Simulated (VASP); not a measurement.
# Sb (R-3m) in VASP: further runs, part 2 of 2

VASP 6.6.1. Earlier steps stand in the parts before.

## Step 4: Single point, PBE+D3(BJ) (29.04 Å³/atom)

This run uses another cell than the first one, of 29.04 Å³/atom.

File INCAR:

```
SYSTEM = Sb
PREC = Accurate
ENCUT = 520
EDIFF = 1E-6
ISMEAR = -1
SIGMA = 0.15
LREAL = .FALSE.
LASPH = .TRUE.
NELM = 60
ALGO = Normal
ISIF = 2
LWAVE = .FALSE.
LCHARG = .TRUE.
GGA = PE
IVDW = 12
LELF = .TRUE.
LVHAR = .TRUE.
NBANDS = 12
```

File KPOINTS:

```
regular mesh
0
G
  12 12 12
  0 0 0
```

File POSCAR:

```
Sb
1.0
    2.1488874573      1.2406607520      3.6311474089
   -2.1488874573      1.2406607520      3.6311474089
    0.0000000000     -2.4813215039      3.6311474089
Sb
2
Direct
    0.2384021054      0.2384021054      0.2384021054
    0.7615978946      0.7615978946      0.7615978946
```

Potentials or basis: VASP PAW PBE potentials, release 64 (Sb).

Started as:

```sh
cat potpaw_PBE.64/Sb/POTCAR > POTCAR
mpirun -np 1 vasp_std > vasp.out
```

OUTCAR:

```text
SYSTEM = Sb
   PREC = Accurate
   ENCUT = 520
   EDIFF = 1E-6
   ISMEAR = -1
   LREAL = .FALSE.
   LASPH = .TRUE.
   NELM = 60
   ISIF = 2
   GGA = PE
   IVDW = 12
 IVDW          = 12

 ion  position               nearest neighbor table
   1  0.238  0.238  0.238-   2 2.93   2 2.93   2 2.93   2 3.23   2 3.23   2 3.23
   2  0.762  0.762  0.762-   1 2.93   1 2.93   1 2.93   1 3.23   1 3.23   1 3.23

  LATTYP: Found a trigonal (rhomboedric) cell.
 ALAT       =     4.3979754332
 COS(alpha) =     0.5225237884

  Lattice vectors:

 A1 = (   2.1488874573,   1.2406607520,   3.6311474089)
 A2 = (  -2.1488874573,   1.2406607520,   3.6311474089)
 A3 = (   0.0000000000,  -2.4813215039,   3.6311474089)

Analysis of symmetry for initial positions (statically):
=====================================================================
 Subroutine PRICEL returns:
 Original cell was already a primitive cell.

 Routine SETGRP: Setting up the symmetry group for a
 trigonal (rhombohedral) supercell.

 Subroutine GETGRP returns: Found 12 space group operations
 (whereof 12 operations were pure point group operations)
 out of a pool of 12 trial point group operations.

The static configuration has the point symmetry D_3d.

Analysis of symmetry for dynamics (positions and initial velocities):
=====================================================================
 Subroutine PRICEL returns:
 Original cell was already a primitive cell.

 Routine SETGRP: Setting up the symmetry group for a
 trigonal (rhombohedral) supercell.

 Subroutine GETGRP returns: Found 12 space group operations
 (whereof 12 operations were pure point group operations)
 out of a pool of 12 trial point group operations.

The dynamic configuration has the point symmetry D_3d.

 Subroutine INISYM returns: Found 12 space group operations
 (whereof 12 operations are pure point group operations),
 and found     1 'primitive' translations

----------------------------------------------------------------------------------------

                                     Primitive cell

  volume of cell :      58.0847

  direct lattice vectors                    reciprocal lattice vectors
     2.148887457  1.240660752  3.631147409     0.232678542  0.134337019  0.091798348
    -2.148887457  1.240660752  3.631147409    -0.232678542  0.134337019  0.091798348
     0.000000000 -2.481321504  3.631147409     0.000000000 -0.268674037  0.091798348

  length of vectors
     4.397975433  4.397975433  4.397975433     0.283923714  0.283923714  0.283923713

  position of ions in fractional coordinates (direct lattice)
     0.238402105  0.238402105  0.238402105
     0.761597895  0.761597895  0.761597895

  ion indices of the primitive-cell ions
   primitive index   ion index
                 1           1
                 2           2

----------------------------------------------------------------------------------------

 KPOINTS: regular mesh

Automatic generation of k-mesh.
 Grid dimensions read from file:
 generate k-points for:   12   12   12

 Generating k-lattice:

  Cartesian coordinates                     Fractional coordinates (reciprocal lattice)
     0.019389878  0.011194752  0.007649862     0.083333333  0.000000000  0.000000000
[... 40 lines left out ...]
 [... further k-points ...]
   k-points           NKPTS =    189   k-points in BZ     NKDIM =    189   number of bands    NBANDS=     12
   number of dos      NEDOS =    301   number of ions     NIONS =      2
   total plane-waves  NPLWV =  46656
   dimension x,y,z NGX =    36 NGY =   36 NGZ =   36
   dimension x,y,z NGXF=    72 NGYF=   72 NGZF=   72
   ions per type =               2
   NGX,Y,Z   is equivalent  to a cutoff of  13.61, 13.61, 13.61 a.u.
   NGXF,Y,Z  is equivalent  to a cutoff of  27.22, 27.22, 27.22 a.u.
 SYSTEM =  Sb
   PREC   = accura    normal or accurate (medium, high low for compatibility)
   ISTART =      0    job   : 0-new  1-cont  2-samecut
   ICHARG =      2    charge: 1-file 2-atom 10-const
   ISPIN  =      1    spin polarized calculation?
   LNONCOLLINEAR =      F non collinear calculations
   LSORBIT =      F    spin-orbit coupling
   LASPH  =      T    aspherical Exc in radial PAW
   ENCUT  =  520.0 eV  38.22 Ry    6.18 a.u.   8.18  8.18  8.18*2*pi/ulx,y,z
   NELM   =     60;   NELMIN=  2; NELMDL= -5     # of ELM steps
   EDIFF  = 0.1E-05   stopping-criterion for ELM
   LREAL  =      F    real-space projection
   EDIFFG = 0.1E-04   stopping-criterion for IOM
   NSW    =      0    number of steps for IOM
   IBRION =     -1    ionic relax: 0-MD 1-quasi-New 2-CG
   NFREE  =      0    steps in history (QN), initial steepest desc. (CG)
   ISIF   =      2    stress and relaxation
   ISYM   =      2    0-nonsym 1-usesym 2-fastsym
   POTIM  = 0.5000    time-step for ionic-motion
   TEBEG  =    0.0;   TEEND  =   0.0 temperature during run
   PSTRESS=    0.0 pullay stress
   NELECT =      10.0000    total number of electrons
   NUPDOWN=      -1.0000    fix difference up-down
   EMIN   =  10.00;   EMAX   =-10.00  energy-range for DOS
   EFERMI =   0.00;   METHOD = LEGACY
   ISMEAR =    -1;   SIGMA  =   0.15  broadening in eV -4-tet -1-fermi 0-gaus
   EFERMI_NEDOS =   21; number of points for ismear=-14 and -15
   IALGO  =     38    algorithm
   IMIX   =      4    mixing-type and parameters
     AMIX     =   0.40;   BMIX     =  1.00
     AMIX_MAG =   1.60;   BMIX_MAG =  1.00
  volume/ion in A,a.u.               =      29.04       195.99
  Fermi-wavevector in a.u.,A,eV,Ry     =   0.910726  1.721022 11.284960  0.829421
  Thomas-Fermi vector in A             =   2.034922
   LORBIT       =      0    0 simple, 1 ext, 2 COOP (PROOUT), +10 PAW based schemes
   GGA     = PE    functional components
   LHFCALC =     F    Hartree Fock is set to
   AEXX    =    0.0000 exact exchange contribution
   IVDW    =    12    specifies the selected vdW correction
   LEPSILON=     F    determine dielectric tensor
   LRPA    =     F    only Hartree local field effects (RPA)
 non-spin polarized calculation
  energy-cutoff  :      520.00
  volume of cell :       58.08
 maximum number of plane-waves:      1582
 NGX is ok and might be reduce to    36
   NGX = 17   NGY = 17   NGZ = 17

 number of electron      10.0000000 magnetization

 Free energy of the ion-electron system (eV)
  ---------------------------------------------------
  ext. energy  EPLUGINS =         0.00000000
  ---------------------------------------------------
  free energy    TOTEN  =        -8.23225232 eV

  energy without entropy =       -8.18903760  energy(sigma->0) =       -8.21064496

 E-fermi :   7.6156     XC(G=0):  -9.7189

 val. band max:        7.5997910815   @ k =   0.3333   0.2500   0.2500
 cond. band min:       7.6168245255   @ k =   0.5000   0.0000   0.0000
 fundamental gap:      0.0170334440
 Fermi energy:         7.6156350996

 k-point     1 :       0.0000    0.0000    0.0000
  band No.  band energies     occupation
      1      -5.1750      2.00000
      2       3.1734      2.00000
      3       5.7008      1.99999
      4       5.8697      1.99998
      5       5.8697      1.99998
      6      10.2903      0.00000
      7      10.6635      0.00000
      8      10.6635      0.00000
      9      12.5719      0.00000
     10      12.5719      0.00000
     11      12.6686      0.00000
     12      14.3084      0.00000
[... 331 lines left out ...]
 k-point    24 :      -0.4167    0.1667    0.0000
  band No.  band energies     occupation
      1      -2.5264      2.00000
      2      -1.8836      2.00000
      3       3.9844      2.00000
      4       5.5539      2.00000
      5       6.0081      1.99996
      6       8.6142      0.00257
      7       9.1564      0.00007
      8      10.9418      0.00000
      9      14.4349      0.00000
     10      14.7716      0.00000
     11      15.4138      0.00000
     12      18.1952      0.00000

 [... further k-points ...]

------------------------ aborting loop because EDIFF is reached ----------------------------------------

 Edisp (eV)   -0.98425

 E8    (eV) :    -0.4591

  FORCE on cell =-STRESS in cart. coord.  units (eV):
  Direction    XX          YY          ZZ          XY          YZ          ZX
  --------------------------------------------------------------------------------------
  -------------------------------------------------------------------------------------
  Total       0.35001     0.35001     0.33664     0.00000     0.00000     0.00000
  in kB       9.65439     9.65439     9.28567     0.00000     0.00000     0.00000
  external pressure =        9.53 kB  Pullay stress =        0.00 kB

 VOLUME and BASIS-vectors are now :
 -----------------------------------------------------------------------------
  energy-cutoff  :      520.00
  volume of cell :       58.08
      direct lattice vectors                 reciprocal lattice vectors
     2.148887457  1.240660752  3.631147409     0.232678542  0.134337019  0.091798348
    -2.148887457  1.240660752  3.631147409    -0.232678542  0.134337019  0.091798348
     0.000000000 -2.481321504  3.631147409     0.000000000 -0.268674037  0.091798348

 POSITION                                       TOTAL-FORCE (eV/Angst)
 -----------------------------------------------------------------------------------
      0.00000      0.00000      2.59702         0.000000      0.000000      0.033984
      0.00000      0.00000      8.29642         0.000000     -0.000000     -0.033984
 -----------------------------------------------------------------------------------
    total drift:                                0.000000      0.000000     -0.000000

  FREE ENERGIE OF THE ION-ELECTRON SYSTEM (eV)
  ---------------------------------------------------
  free  energy   TOTEN  =        -9.2165013676 eV

  energy  without entropy=       -9.1732866411  energy(sigma->0) =       -9.19489400
```

OSZICAR:

```text
N       E                     dE             d eps       ncg     rms          rms(c)
DAV:   1     0.353628155204E+02    0.35363E+02   -0.35856E+03  4536   0.659E+02
DAV:   2    -0.632269302074E+01   -0.41686E+02   -0.40264E+02  5896   0.108E+02
DAV:   3    -0.821415225029E+01   -0.18915E+01   -0.18731E+01  5588   0.254E+01
DAV:   4    -0.823021919388E+01   -0.16067E-01   -0.16061E-01  5232   0.282E+00
DAV:   5    -0.823040844863E+01   -0.18925E-03   -0.18925E-03  5576   0.336E-01    0.305E+00
DAV:   6    -0.823126707493E+01   -0.85863E-03   -0.17835E-03  5340   0.295E-01    0.184E+00
DAV:   7    -0.823211410205E+01   -0.84703E-03   -0.43389E-03  5248   0.452E-01    0.822E-02
DAV:   8    -0.823223217242E+01   -0.11807E-03   -0.12473E-04  5644   0.694E-02    0.213E-02
DAV:   9    -0.823225102267E+01   -0.18850E-04   -0.25958E-05  5228   0.310E-02    0.348E-03
DAV:  10    -0.823225216443E+01   -0.11418E-05   -0.19918E-06  5268   0.798E-03    0.112E-03
DAV:  11    -0.823225232228E+01   -0.15785E-06   -0.24126E-07  2928   0.308E-03
   1 F= -.92165014E+01 E0= -.91948940E+01  d E =-.432147E-01
```

Wall time 3 min (1 thread of Intel Xeon 8259CL, shared host); peak memory 0.29 GiB.

What came out:

- Free energy: -9.2165 eV
- Pressure: 1.0 GPa
- Largest force: 0.034 eV/Å
- Band gap on the k mesh: zero (bands 5 and 6 overlap by 0.33 eV)
- Dispersion energy per atom: -0.492 eV

Forces on the atoms (eV/Å):
```
Sb   0.000  0.000  0.034
Sb   0.000  0.000 -0.034
```

Caveat: spin-orbit coupling is left out, which moves the levels of the heavy elements.

## Step 5: Summary

```csv
task,cell,cutoff (eV),smearing,gap on the mesh (eV),pressure (GPa)
relaxation of cell and atoms,"relaxed to 1 GPa from a = 4.442 Å, angles 57.8°, 2 atoms, atomic positions A",600,fermi-dirac 0.1 eV,none,1.0
relaxation of cell and atoms,"relaxed from a = 4.446 Å, angles 58.2°, 2 atoms, atomic positions B",600,fermi-dirac 0.15 eV,none,0.0
single point,"a = 4.398 Å, angles 58.5°, 2 atoms, atomic positions C",520,fermi-dirac 0.15 eV,none,1.0
```

Alike in all rows: level PBE+D3(BJ); potentials or basis VASP PAW PBE potentials, release 64 (Sb); no spin polarisation; k mesh 12 × 12 × 12.

Caveats: spin-orbit coupling is left out, which moves the levels of the heavy elements; the cell is relaxed towards a set pressure, so the run minimises the enthalpy, not the energy (at least some runs).

Absolute energies hang on the potentials; compare differences alone.
